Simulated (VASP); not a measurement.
# BN (F-43m) in VASP: single point with r2SCAN

Aim: the single point of BN with r2SCAN.

Everything below comes from runs of VASP 6.6.1. Logs are shortened: lines on timing, memory, paths and dates and some standing lists are left out, and cuts for length are marked.

**1. The cell of the first run**

It takes space group F-43m (No. 216, cubic). The conventional cell has a = 3.602 Å, b = 3.602 Å, c = 3.602 Å, α = 90.00°, β = 90.00°, γ = 90.00°. Within 2.1 Å of B (site symmetry -43m) lie 4 N at 1.56 Å. N (site symmetry -43m) has 4 B at 1.56 Å within 2.1 Å.

**2. Single point, r2SCAN**

POSCAR reads:

```
BN
1.0
    0.0000000000      1.8011970000      1.8011970000
    1.8011970000      0.0000000000      1.8011970000
    1.8011970000      1.8011970000      0.0000000000
B N
1 1
Direct
    0.0000000000      0.0000000000      0.0000000000
    0.2500000000      0.2500000000      0.2500000000
```

INCAR.step1 reads:

```
PREC = Accurate
ENCUT = 1460
ISMEAR = 0
SIGMA = 0.01
LREAL = F
LASPH = T
NELM = 120
NBANDS = 11
GGA = PE
ALGO = Normal
EDIFF = 1E-5
LWAVE = T
LCHARG = F
GGA_COMPAT = F
```

INCAR.step2 reads:

```
PREC = Accurate
ENCUT = 1460
EDIFF = 1E-6
ISMEAR = 0
SIGMA = 0.01
LREAL = F
LASPH = T
NELM = 120
ALGO = Normal
ISIF = 2
LWAVE = F
LCHARG = F
METAGGA = R2SCAN
LMIXTAU = T
NBANDS = 11
ISTART = 1
GGA_COMPAT = F
```

KPOINTS reads:

```
regular mesh
0
Gamma
  12 12 12
```

Potentials or basis: VASP PAW PBE potentials, release 64 (B_h, N_h).

On the command line:

```bash
$ cat potpaw_PBE.64/B_h/POTCAR potpaw_PBE.64/N_h/POTCAR > POTCAR
$ cp INCAR.step1 INCAR
$ mpirun -np 1 vasp_std > vasp.out
$ cp INCAR.step2 INCAR
$ mpirun -np 1 vasp_std > vasp.out
```

OUTCAR:

```text
PREC = Accurate
   ENCUT = 1460
   EDIFF = 1E-6
   ISMEAR = 0
   LREAL = F
   LASPH = T
   NELM = 120
   ISIF = 2
   METAGGA = R2SCAN
   ISTART = 1

 ion  position               nearest neighbor table
   1  0.000  0.000  0.000-
   2  0.250  0.250  0.250-

  LATTYP: Found a face centered cubic cell.
 ALAT       =     3.6023940000

  Lattice vectors:

 A1 = (   0.0000000000,   1.8011970000,   1.8011970000)
 A2 = (   1.8011970000,   0.0000000000,   1.8011970000)
 A3 = (   1.8011970000,   1.8011970000,   0.0000000000)

Analysis of symmetry for initial positions (statically):
=====================================================================
 Subroutine PRICEL returns:
 Original cell was already a primitive cell.

 Routine SETGRP: Setting up the symmetry group for a
 face centered cubic supercell.

 Subroutine GETGRP returns: Found 24 space group operations
 (whereof 24 operations were pure point group operations)
 out of a pool of 48 trial point group operations.

The static configuration has the point symmetry T_d .

Analysis of symmetry for dynamics (positions and initial velocities):
=====================================================================
 Subroutine PRICEL returns:
 Original cell was already a primitive cell.

 Routine SETGRP: Setting up the symmetry group for a
 face centered cubic supercell.

 Subroutine GETGRP returns: Found 24 space group operations
 (whereof 24 operations were pure point group operations)
 out of a pool of 48 trial point group operations.

The dynamic configuration has the point symmetry T_d .

 Subroutine INISYM returns: Found 24 space group operations
 (whereof 24 operations are pure point group operations),
 and found     1 'primitive' translations

----------------------------------------------------------------------------------------

                                     Primitive cell

  volume of cell :      11.6873

  direct lattice vectors                    reciprocal lattice vectors
     0.000000000  1.801197000  1.801197000    -0.277593178  0.277593178  0.277593178
     1.801197000  0.000000000  1.801197000     0.277593178 -0.277593178  0.277593178
     1.801197000  1.801197000  0.000000000     0.277593178  0.277593178 -0.277593178

  length of vectors
     2.547277226  2.547277226  2.547277226     0.480805489  0.480805489  0.480805489

  position of ions in fractional coordinates (direct lattice)
     0.000000000  0.000000000  0.000000000
     0.250000000  0.250000000  0.250000000

  ion indices of the primitive-cell ions
   primitive index   ion index
                 1           1
                 2           2

----------------------------------------------------------------------------------------

 KPOINTS: regular mesh

Automatic generation of k-mesh.
 Grid dimensions read from file:
 generate k-points for:   12   12   12

 Generating k-lattice:

  Cartesian coordinates                     Fractional coordinates (reciprocal lattice)
    -0.023132765  0.023132765  0.023132765     0.083333333  0.000000000  0.000000000
     0.023132765 -0.023132765  0.023132765     0.000000000  0.083333333  0.000000000
     0.023132765  0.023132765 -0.023132765     0.000000000  0.000000000  0.083333333

  Length of vectors
     0.040067124  0.040067124  0.040067124

  Shift w.r.t. Gamma in fractional coordinates (k-lattice)
     0.000000000  0.000000000  0.000000000

 Subroutine IBZKPT returns following result:
 ===========================================

 Found     72 irreducible k-points:

 Following reciprocal coordinates:
            Coordinates               Weight
  0.000000  0.000000  0.000000      1.000000
  0.083333  0.000000  0.000000      8.000000
  0.166667  0.000000  0.000000      8.000000
  0.250000  0.000000  0.000000      8.000000
  0.333333  0.000000  0.000000      8.000000
  0.416667  0.000000  0.000000      8.000000
[... 16 lines left out ...]
  0.500000  0.166667  0.000000     24.000000
 -0.416667  0.166667  0.000000     24.000000
 [... further k-points ...]
   k-points           NKPTS =     72   k-points in BZ     NKDIM =     72   number of bands    NBANDS=     11
   number of dos      NEDOS =    301   number of ions     NIONS =      2
   total plane-waves  NPLWV =  32768
   dimension x,y,z NGX =    32 NGY =   32 NGZ =   32
   dimension x,y,z NGXF=    64 NGYF=   64 NGZF=   64
   ions per type =               1   1
   NGX,Y,Z   is equivalent  to a cutoff of  20.88, 20.88, 20.88 a.u.
   NGXF,Y,Z  is equivalent  to a cutoff of  41.77, 41.77, 41.77 a.u.
 SYSTEM =  unknown system
   PREC   = accura    normal or accurate (medium, high low for compatibility)
   ISTART =      1    job   : 0-new  1-cont  2-samecut
   ICHARG =      0    charge: 1-file 2-atom 10-const
   ISPIN  =      1    spin polarized calculation?
   LNONCOLLINEAR =      F non collinear calculations
   LSORBIT =      F    spin-orbit coupling
   LASPH  =      T    aspherical Exc in radial PAW
   ENCUT  = 1460.0 eV 107.31 Ry   10.36 a.u.   7.94  7.94  7.94*2*pi/ulx,y,z
   NELM   =    120;   NELMIN=  2; NELMDL=  0     # of ELM steps
   EDIFF  = 0.1E-05   stopping-criterion for ELM
   LREAL  =      F    real-space projection
   EDIFFG = 0.1E-04   stopping-criterion for IOM
   NSW    =      0    number of steps for IOM
   IBRION =     -1    ionic relax: 0-MD 1-quasi-New 2-CG
   NFREE  =      0    steps in history (QN), initial steepest desc. (CG)
   ISIF   =      2    stress and relaxation
   ISYM   =      2    0-nonsym 1-usesym 2-fastsym
   POTIM  = 0.5000    time-step for ionic-motion
   TEBEG  =    0.0;   TEEND  =   0.0 temperature during run
   PSTRESS=    0.0 pullay stress
   NELECT =       8.0000    total number of electrons
   NUPDOWN=      -1.0000    fix difference up-down
   EMIN   =  10.00;   EMAX   =-10.00  energy-range for DOS
   EFERMI =   0.00;   METHOD = LEGACY
   ISMEAR =     0;   SIGMA  =   0.01  broadening in eV -4-tet -1-fermi 0-gaus
   EFERMI_NEDOS =   21; number of points for ismear=-14 and -15
   IALGO  =     38    algorithm
   IMIX   =      4    mixing-type and parameters
     AMIX     =   0.40;   BMIX     =  1.00
     AMIX_MAG =   1.60;   BMIX_MAG =  1.00
  volume/ion in A,a.u.               =       5.84        39.43
  Fermi-wavevector in a.u.,A,eV,Ry     =   1.442781  2.726460 28.322101  2.081616
  Thomas-Fermi vector in A             =   2.561262
   LORBIT       =      0    0 simple, 1 ext, 2 COOP (PROOUT), +10 PAW based schemes
   METAGGA = R2SCAN    functional components
   LHFCALC =     F    Hartree Fock is set to
   AEXX    =    0.0000 exact exchange contribution
   IVDW    =     0    specifies the selected vdW correction
   LEPSILON=     F    determine dielectric tensor
   LRPA    =     F    only Hartree local field effects (RPA)
 non-spin polarized calculation
 Gauss-broadening in eV      SIGMA  =   0.01
  energy-cutoff  :     1460.00
  volume of cell :       11.69
 maximum number of plane-waves:      1492
   NGX = 15   NGY = 15   NGZ = 15

 number of electron       8.0000000 magnetization

 Free energy of the ion-electron system (eV)
  ---------------------------------------------------
  ext. energy  EPLUGINS =         0.00000000
  ---------------------------------------------------
  free energy    TOTEN  =       -19.20353540 eV

  energy without entropy =      -19.20353540  energy(sigma->0) =      -19.20353540

 E-fermi :   9.1317     XC(G=0): -13.8125

 val. band max:        9.0699989386   @ k =   0.0000   0.0000   0.0000
 cond. band min:      14.0758719438   @ k =   0.5000   0.5000   0.0000
 fundamental gap:      5.0058730052
 Fermi energy:         9.1316625128

 k-point     1 :       0.0000    0.0000    0.0000
  band No.  band energies     occupation
      1     -12.3344      2.00000
      2       9.0700      2.00000
      3       9.0700      2.00000
      4       9.0700      2.00000
      5      18.6719      0.00000
      6      18.6719      0.00000
      7      18.6719      0.00000
      8      20.3145      0.00000
      9      35.4198      0.00000
     10      37.9021      0.00000
     11      37.9021      0.00000

 k-point     2 :       0.0833    0.0000    0.0000
  band No.  band energies     occupation
      1     -12.1580      2.00000
      2       8.1131      2.00000
      3       8.8822      2.00000
      4       8.8822      2.00000
      5      18.9058      0.00000
      6      18.9625      0.00000
      7      18.9625      0.00000
      8      20.8973      0.00000
      9      35.2004      0.00000
     10      35.7965      0.00000
     11      35.7965      0.00000

 k-point     3 :       0.1667    0.0000    0.0000
  band No.  band energies     occupation
      1     -11.6359      2.00000
      2       5.9069      2.00000
      3       8.4240      2.00000
      4       8.4240      2.00000
      5      19.2356      0.00000
      6      19.6373      0.00000
      7      19.6373      0.00000
      8      22.3116      0.00000
      9      34.1861      0.00000
     10      34.1861      0.00000
     11      34.6031      0.00000

 k-point     4 :       0.2500    0.0000    0.0000
  band No.  band energies     occupation
      1     -10.7942      2.00000
      2       3.3161      2.00000
      3       7.8928      2.00000
      4       7.8928      2.00000
      5      19.5300      0.00000
      6      20.2749      0.00000
      7      20.2749      0.00000
      8      23.7580      0.00000
      9      33.7973      0.00000
     10      33.7973      0.00000
     11      34.0216      0.00000
[... 239 lines left out ...]
 k-point    22 :       0.4167    0.1667    0.0000
  band No.  band energies     occupation
      1      -8.7754      2.00000
      2       0.4931      2.00000
      3       5.7784      2.00000
      4       5.9769      2.00000
      5      18.3144      0.00000
      6      22.4520      0.00000
      7      22.9806      0.00000
      8      23.8905      0.00000
      9      30.8788      0.00000
     10      36.9983      0.00000
     11      39.0120      0.00000

 k-point    23 :       0.5000    0.1667    0.0000
  band No.  band energies     occupation
      1      -7.7934      2.00000
      2      -1.1090      2.00000
      3       5.1632      2.00000
      4       6.0528      2.00000
      5      18.6724      0.00000
      6      22.3732      0.00000
      7      22.7034      0.00000
      8      25.3405      0.00000
      9      31.2837      0.00000
     10      37.2384      0.00000
     11      38.2411      0.00000

 k-point    24 :      -0.4167    0.1667    0.0000
  band No.  band energies     occupation
      1      -7.6092      2.00000
      2      -1.3802      2.00000
      3       4.7418      2.00000
      4       6.3834      2.00000
      5      19.1446      0.00000
      6      22.2229      0.00000
      7      22.2792      0.00000
      8      26.0392      0.00000
      9      31.5770      0.00000
     10      35.7717      0.00000
     11      37.5504      0.00000

 [... further k-points ...]

------------------------ aborting loop because EDIFF is reached ----------------------------------------

  FORCE on cell =-STRESS in cart. coord.  units (eV):
  Direction    XX          YY          ZZ          XY          YZ          ZX
  --------------------------------------------------------------------------------------
  -------------------------------------------------------------------------------------
  Total        0.1418684      0.1418684      0.1418684     -0.0000000      0.0000000      0.0000000
  in kB       19.4483424     19.4483424     19.4483424     -0.0000000      0.0000000      0.0000000
  external PRESSURE =      19.4483424 kB  Pullay stress =       0.0000000 kB

 VOLUME and BASIS-vectors are now :
 -----------------------------------------------------------------------------
  energy-cutoff  :     1460.00
  volume of cell :       11.69
      direct lattice vectors                 reciprocal lattice vectors
     0.000000000  1.801197000  1.801197000    -0.277593178  0.277593178  0.277593178
     1.801197000  0.000000000  1.801197000     0.277593178 -0.277593178  0.277593178
     1.801197000  1.801197000  0.000000000     0.277593178  0.277593178 -0.277593178

 POSITION                                       TOTAL-FORCE (eV/Angst)
 -----------------------------------------------------------------------------------
      0.00000      0.00000      0.00000         0.000000     -0.000000      0.000000
      0.90060      0.90060      0.90060        -0.000000      0.000000     -0.000000
 -----------------------------------------------------------------------------------
    total drift:                               -0.000000     -0.000000     -0.000000

  FREE ENERGIE OF THE ION-ELECTRON SYSTEM (eV)
  ---------------------------------------------------
  free  energy   TOTEN  =       -19.2035353975 eV

  energy  without entropy=      -19.2035353975  energy(sigma->0) =      -19.20353540
```

It took 1.7 min on 1 thread of Intel Xeon Platinum 8259CL at 2.50GHz (Skylake/Cascade Lake), shared host; peak memory 0.2 GiB.

What came out:

- Free energy: -19.2035 eV
- Pressure: 1.9 GPa
- Band gap on the k mesh: 5.01 eV (least direct gap 9.60 eV)

Levels at points of the mesh, in eV from the valence-band top:
```tsv
k point	band 1	band 2	band 3	band 4	band 5	band 6	band 7	band 8	band 9
(0.00, 0.00, 0.00)	-21.40	0.00	0.00	0.00	9.60	9.60	9.60	11.24	26.35
(0.50, 0.00, 0.00)	-17.06	-11.17	-2.03	-2.03	10.93	11.55	11.55	16.53	25.05
(0.50, 0.50, 0.00)	-15.63	-9.38	-5.14	-5.14	5.01	9.88	19.45	19.45	22.39
```

Caveat: the PAW data sets were made with another functional, which shifts forces and pressure a little. A k mesh can miss the band edges.
